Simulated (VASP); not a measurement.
# Al2Cu (Cm) in VASP: single point with PBEsol

Aim: the single point of Al2Cu with PBEsol.

Everything below comes from runs of VASP 6.6.1. Logs are shortened: lines on timing, memory, paths and dates and some standing lists are left out, and cuts for length are marked.

## 1. The cell of the first run

Symmetry: Cm, No. 8, monoclinic system. The conventional cell has a = 7.013 Å, b = 4.049 Å, c = 4.049 Å, α = 90.00°, β = 125.27°, γ = 90.00°. Al (site symmetry m) has 4 Cu at 2.32 to 2.78 Å and 6 Al at 2.86 Å within 3.1 Å. Al (site symmetry m) has 4 Cu at 2.19 to 2.67 Å and 6 Al at 2.86 Å within 2.9 Å. Within 2.9 Å of Cu (site symmetry m) lie 8 Al at 2.19 to 2.78 Å.

## 2. Single point, PBEsol (atom 3 (Cu) moved by (-0.150, -0.300) A along x and z)

The input, INCAR:

```
  ALGO = Fast
  EDIFF = 1E-6
  ENCUT = 520
  GGA = PS
  ISIF = 2
  ISMEAR = 0
  LASPH = True
  LCHARG = True
  LELF = True
  LREAL = False
  LVHAR = True
  LWAVE = False
  NBANDS = 16
  NELM = 80
  PREC = Accurate
  SIGMA = 0.15
```

The input, KPOINTS:

```
k-points
0
Gamma
  16 16 16
```

The input, POSCAR:

```
Al2Cu
1.0
   -2.0246315468      2.0246315468      2.8630136658
    2.0246315468     -2.0246315468      2.8630136658
    2.0246315468      2.0246315468     -2.8630136658
Al Cu
2 1
Direct
    0.7500000000      0.2500000000      0.5000000000
    0.2500000000      0.7500000000      0.5000000000
    0.4476076549      0.4105638777     -0.0370437772
```

Potentials or basis: VASP PAW PBE potentials, release 64 (Al, Cu).

On the command line:

```
$ cat potpaw_PBE.64/Al/POTCAR potpaw_PBE.64/Cu/POTCAR > POTCAR
$ mpirun -np 1 vasp_std > vasp.out
```

OUTCAR:

```text
EDIFF = 1E-6
   ENCUT = 520
   GGA = PS
   ISIF = 2
   ISMEAR = 0
   LASPH = True
   LREAL = False
   NELM = 80
   PREC = Accurate

 ion  position               nearest neighbor table
   1  0.750  0.250  0.500-   3 2.32   3 2.32   3 2.55   3 2.78   2 2.86   2 2.86   2 2.86   2 2.86
                             2 2.86   2 2.86
   2  0.250  0.750  0.500-   3 2.19   3 2.45   3 2.67   3 2.67   1 2.86   1 2.86   1 2.86   1 2.86
                             1 2.86   1 2.86
   3  0.448  0.411  0.963-   2 2.19   1 2.32   1 2.32   2 2.45   1 2.55   2 2.67   2 2.67   1 2.78

  LATTYP: Found a body centered tetragonal cell.
 ALAT       =     4.0492630936
 C/A-ratio  =     1.4140912060

  Lattice vectors:

 A1 = (  -2.0246315468,   2.0246315468,   2.8630136658)
 A2 = (   2.0246315468,  -2.0246315468,   2.8630136658)
 A3 = (   2.0246315468,   2.0246315468,  -2.8630136658)

Analysis of symmetry for initial positions (statically):
=====================================================================
 Subroutine PRICEL returns:
 Original cell was already a primitive cell.

 Routine SETGRP: Setting up the symmetry group for a
 body centered tetragonal supercell.

 Subroutine GETGRP returns: Found  2 space group operations
 (whereof  2 operations were pure point group operations)
 out of a pool of 16 trial point group operations.

The static configuration has the point symmetry C_1h.

Analysis of symmetry for dynamics (positions and initial velocities):
=====================================================================
 Subroutine PRICEL returns:
 Original cell was already a primitive cell.

 Routine SETGRP: Setting up the symmetry group for a
 body centered tetragonal supercell.

 Subroutine GETGRP returns: Found  2 space group operations
 (whereof  2 operations were pure point group operations)
 out of a pool of 16 trial point group operations.

The dynamic configuration has the point symmetry C_1h.

 Subroutine INISYM returns: Found  2 space group operations
 (whereof  2 operations are pure point group operations),
 and found     1 'primitive' translations

----------------------------------------------------------------------------------------

                                     Primitive cell

  volume of cell :      46.9435

  direct lattice vectors                    reciprocal lattice vectors
    -2.024631547  2.024631547  2.863013666     0.000000000  0.246958515  0.174641150
     2.024631547 -2.024631547  2.863013666     0.246958515  0.000000000  0.174641150
     2.024631547  2.024631547 -2.863013666     0.246958515  0.246958515  0.000000000

  length of vectors
     4.049087928  4.049087928  4.049087928     0.302469898  0.302469898  0.349252081

  position of ions in fractional coordinates (direct lattice)
     0.750000000  0.250000000  0.500000000
     0.250000000  0.750000000  0.500000000
     0.447607655  0.410563878  0.962956223

  ion indices of the primitive-cell ions
   primitive index   ion index
                 1           1
                 2           2
                 3           3

----------------------------------------------------------------------------------------

 KPOINTS: k-points

Automatic generation of k-mesh.
 Grid dimensions read from file:
 generate k-points for:   16   16   16

 Generating k-lattice:

  Cartesian coordinates                     Fractional coordinates (reciprocal lattice)
     0.000000000  0.015434907  0.010915072     0.062500000  0.000000000  0.000000000
     0.015434907  0.000000000  0.010915072     0.000000000  0.062500000  0.000000000
     0.015434907  0.015434907  0.000000000     0.000000000  0.000000000  0.062500000

  Length of vectors
     0.018904369  0.018904369  0.021828255

  Shift w.r.t. Gamma in fractional coordinates (k-lattice)
     0.000000000  0.000000000  0.000000000

 Subroutine IBZKPT returns following result:
 ===========================================

 Found   1098 irreducible k-points:

 Following reciprocal coordinates:
            Coordinates               Weight
  0.000000  0.000000  0.000000      1.000000
  0.062500 -0.000000  0.000000      4.000000
 -0.000000  0.062500  0.000000      2.000000
  0.062500 -0.000000 -0.062500      2.000000
  0.125000 -0.000000  0.000000      4.000000
 -0.000000  0.125000  0.000000      2.000000
[... 16 lines left out ...]
  0.500000 -0.000000  0.000000      2.000000
 -0.000000  0.500000  0.000000      1.000000
 [... further k-points ...]
   k-points           NKPTS =   1098   k-points in BZ     NKDIM =   1098   number of bands    NBANDS=     16
   number of dos      NEDOS =    301   number of ions     NIONS =      3
   total plane-waves  NPLWV =  27000
   dimension x,y,z NGX =    30 NGY =   30 NGZ =   30
   dimension x,y,z NGXF=    60 NGYF=   60 NGZF=   60
   ions per type =               2   1
   NGX,Y,Z   is equivalent  to a cutoff of  12.32, 12.32, 12.32 a.u.
   NGXF,Y,Z  is equivalent  to a cutoff of  24.63, 24.63, 24.63 a.u.
 SYSTEM =  unknown system
   PREC   = accura    normal or accurate (medium, high low for compatibility)
   ISTART =      0    job   : 0-new  1-cont  2-samecut
   ICHARG =      2    charge: 1-file 2-atom 10-const
   ISPIN  =      1    spin polarized calculation?
   LNONCOLLINEAR =      F non collinear calculations
   LSORBIT =      F    spin-orbit coupling
   LASPH  =      T    aspherical Exc in radial PAW
   ENCUT  =  520.0 eV  38.22 Ry    6.18 a.u.   7.53  7.53  7.53*2*pi/ulx,y,z
   NELM   =     80;   NELMIN=  2; NELMDL= -5     # of ELM steps
   EDIFF  = 0.1E-05   stopping-criterion for ELM
   LREAL  =      F    real-space projection
   EDIFFG = 0.1E-04   stopping-criterion for IOM
   NSW    =      0    number of steps for IOM
   IBRION =     -1    ionic relax: 0-MD 1-quasi-New 2-CG
   NFREE  =      0    steps in history (QN), initial steepest desc. (CG)
   ISIF   =      2    stress and relaxation
   ISYM   =      2    0-nonsym 1-usesym 2-fastsym
   POTIM  = 0.5000    time-step for ionic-motion
   TEBEG  =    0.0;   TEEND  =   0.0 temperature during run
   PSTRESS=    0.0 pullay stress
   NELECT =      17.0000    total number of electrons
   NUPDOWN=      -1.0000    fix difference up-down
   EMIN   =  10.00;   EMAX   =-10.00  energy-range for DOS
   EFERMI =   0.00;   METHOD = LEGACY
   ISMEAR =     0;   SIGMA  =   0.15  broadening in eV -4-tet -1-fermi 0-gaus
   EFERMI_NEDOS =   21; number of points for ismear=-14 and -15
   IALGO  =     68    algorithm
   IMIX   =      4    mixing-type and parameters
     AMIX     =   0.40;   BMIX     =  1.00
     AMIX_MAG =   1.60;   BMIX_MAG =  1.00
  volume/ion in A,a.u.               =      15.65       105.60
  Fermi-wavevector in a.u.,A,eV,Ry     =   1.166897  2.205116 18.526366  1.361650
  Thomas-Fermi vector in A             =   2.303405
   LORBIT       =      0    0 simple, 1 ext, 2 COOP (PROOUT), +10 PAW based schemes
   GGA     = PS    functional components
   LHFCALC =     F    Hartree Fock is set to
   AEXX    =    0.0000 exact exchange contribution
   IVDW    =     0    specifies the selected vdW correction
   LEPSILON=     F    determine dielectric tensor
   LRPA    =     F    only Hartree local field effects (RPA)
 non-spin polarized calculation
 RMM-DIIS sequential band-by-band and
 Gauss-broadening in eV      SIGMA  =   0.15
  energy-cutoff  :      520.00
  volume of cell :       46.94
 maximum number of plane-waves:      1295
   NGX = 15   NGY = 15   NGZ = 15

 number of electron      17.0000004 magnetization

 Free energy of the ion-electron system (eV)
  ---------------------------------------------------
  ext. energy  EPLUGINS =         0.00000000
  ---------------------------------------------------
  free energy    TOTEN  =       -12.57236030 eV

  energy without entropy =      -12.56311023  energy(sigma->0) =      -12.56773526

 E-fermi :   7.1153     XC(G=0): -10.6225

 val. band max:        7.1129495074   @ k =   0.1250  -0.3125   0.1875
 cond. band min:       7.1166464933   @ k =  -0.1875   0.2500  -0.3125
 fundamental gap:      0.0036969860
 Fermi energy:         7.1153372193

 k-point     1 :       0.0000    0.0000    0.0000
  band No.  band energies     occupation
      1      -3.2046      2.00000
      2       2.2907      2.00000
      3       2.4027      2.00000
      4       2.4086      2.00000
      5       2.8720      2.00000
      6       2.9374      2.00000
[... 8 lines left out ...]
     15      14.0789      0.00000
     16      14.1167      0.00000

 k-point     2 :       0.0625   -0.0000    0.0000
  band No.  band energies     occupation
      1      -3.1518      2.00000
      2       2.2900      2.00000
      3       2.4001      2.00000
      4       2.4108      2.00000
      5       2.8695      2.00000
      6       2.9353      2.00000
[... 8 lines left out ...]
     15      13.4626      0.00000
     16      14.1101      0.00000

 k-point     3 :      -0.0000    0.0625    0.0000
  band No.  band energies     occupation
      1      -3.1517      2.00000
      2       2.2809      2.00000
      3       2.4053      2.00000
      4       2.4170      2.00000
      5       2.8688      2.00000
      6       2.9346      2.00000
[... 8 lines left out ...]
     15      13.4724      0.00000
     16      14.0331      0.00000

 k-point     4 :       0.0625   -0.0000   -0.0625
  band No.  band energies     occupation
      1      -3.1518      2.00000
      2       2.2961      2.00000
      3       2.3882      2.00000
      4       2.4157      2.00000
      5       2.8702      2.00000
      6       2.9351      2.00000
[... 8 lines left out ...]
     15      13.4728      0.00000
     16      14.1342      0.00000

 k-point     5 :       0.1250   -0.0000    0.0000
  band No.  band energies     occupation
      1      -2.9937      2.00000
      2       2.2718      2.00000
      3       2.3910      2.00000
      4       2.4311      2.00000
      5       2.8638      2.00000
      6       2.9304      2.00000
[... 8 lines left out ...]
     15      13.0584      0.00000
     16      13.8154      0.00000

 k-point     6 :      -0.0000    0.1250    0.0000
  band No.  band energies     occupation
      1      -2.9933      2.00000
      2       2.2436      2.00000
      3       2.4190      2.00000
      4       2.4404      2.00000
      5       2.8611      2.00000
      6       2.9280      2.00000
[... 8 lines left out ...]
     15      13.0953      0.00000
     16      13.7552      0.00000
[... 267 lines left out ...]
 k-point    21 :      -0.0000    0.4375    0.0000
  band No.  band energies     occupation
      1      -0.7837      2.00000
      2       0.9018      2.00000
      3       2.5264      2.00000
      4       2.5388      2.00000
      5       2.9134      2.00000
      6       2.9338      2.00000
[... 8 lines left out ...]
     15      16.2951      0.00000
     16      17.8559      0.00000

 k-point    22 :       0.4375   -0.0000   -0.4375
  band No.  band energies     occupation
      1      -0.7974      2.00000
      2       0.9067      2.00000
      3       2.4689      2.00000
      4       2.4977      2.00000
      5       2.9290      2.00000
      6       2.9537      2.00000
[... 8 lines left out ...]
     15      16.3529      0.00000
     16      17.8738      0.00000

 k-point    23 :       0.5000   -0.0000    0.0000
  band No.  band energies     occupation
      1      -0.4187      2.00000
      2       0.5207      2.00000
      3       2.4911      2.00000
      4       2.5077      2.00000
      5       2.9214      2.00000
      6       2.9352      2.00000
[... 8 lines left out ...]
     15      17.0710      0.00000
     16      18.0714      0.00000

 k-point    24 :      -0.0000    0.5000    0.0000
  band No.  band energies     occupation
      1      -0.4016      2.00000
      2       0.5119      2.00000
      3       2.5284      2.00000
      4       2.5386      2.00000
      5       2.8771      2.00000
      6       2.9222      2.00000
[... 8 lines left out ...]
     15      16.9764      0.00000
     16      18.2468      0.00000

 [... further k-points ...]

------------------------ aborting loop because EDIFF is reached ----------------------------------------

  FORCE on cell =-STRESS in cart. coord.  units (eV):
  Direction    XX          YY          ZZ          XY          YZ          ZX
  --------------------------------------------------------------------------------------
  -------------------------------------------------------------------------------------
  Total        1.9343704      1.2672949      0.6274397      0.0000000      0.0000000      1.0410443
  in kB       66.0198912     43.2526652     21.4144625      0.0000000      0.0000000     35.5307513
  external PRESSURE =      43.5623396 kB  Pullay stress =       0.0000000 kB

 VOLUME and BASIS-vectors are now :
 -----------------------------------------------------------------------------
  energy-cutoff  :      520.00
  volume of cell :       46.94
      direct lattice vectors                 reciprocal lattice vectors
    -2.024631547  2.024631547  2.863013666     0.000000000  0.246958515  0.174641150
     2.024631547 -2.024631547  2.863013666     0.246958515  0.000000000  0.174641150
     2.024631547  2.024631547 -2.863013666     0.246958515  0.246958515  0.000000000

 POSITION                                       TOTAL-FORCE (eV/Angst)
 -----------------------------------------------------------------------------------
      0.00000      2.02463      1.43151        -0.142542      0.000000     -1.024304
      2.02463      0.00000      1.43151        -1.341443     -0.000000     -1.342297
      1.87463      2.02463     -0.30000         1.483985      0.000000      2.366601
 -----------------------------------------------------------------------------------
    total drift:                                0.000045     -0.000004      0.000397

  FREE ENERGIE OF THE ION-ELECTRON SYSTEM (eV)
  ---------------------------------------------------
  free  energy   TOTEN  =       -12.5723602994 eV

  energy  without entropy=      -12.5631102292  energy(sigma->0) =      -12.56773526
```

Run time: 14 min. Hardware: 1 thread of Oxide Virtual Turin-like, shared host; peak memory 0.8 GiB.

Results:

```
Free energy            : -12.5724 eV
Pressure               : 4.4 GPa
Largest force          : 2.793 eV/Å
Band gap on the k mesh : zero (an odd number of electrons rules out a gap without spin polarisation)
```

Forces in eV/Å, atoms in the order of the input:
```
Al  -0.143  0.000 -1.024
Al  -1.341  0.000 -1.342
Cu   1.484  0.000  2.367
```

Levels at points of the mesh, in eV from the Fermi level:
```tsv
k point	band 5	band 6	band 7	band 8	band 9	band 10	band 11	band 12	band 13	band 14
(0.00, 0.00, 0.00)	-4.24	-4.18	2.12	2.25	2.77	3.02	3.57	3.63	4.64	6.85
(0.50, 0.00, 0.00)	-4.19	-4.18	-4.08	0.60	0.70	2.76	2.93	3.74	4.54	9.83
(0.00, 0.50, 0.00)	-4.24	-4.19	-4.11	0.60	0.64	2.88	2.92	3.86	4.45	9.86
(0.50, 0.00, 0.50)	-4.20	-4.15	-4.06	0.60	0.73	2.71	2.94	3.69	4.59	9.84
(0.50, 0.50, 0.00)	-4.22	-4.06	-4.00	-2.03	-1.84	0.32	1.42	9.14	10.43	10.66
(0.50, 0.50, 0.50)	-4.26	-4.09	-3.81	-1.98	-1.95	0.33	1.42	9.13	10.39	10.39
```

Caveat: the cell differs from its parent crystal (atom 3 (Cu) moved by (-0.150, -0.300) A along x and z); the cell stands under pressure; the PAW data sets were made with another functional, which shifts forces and pressure a little.
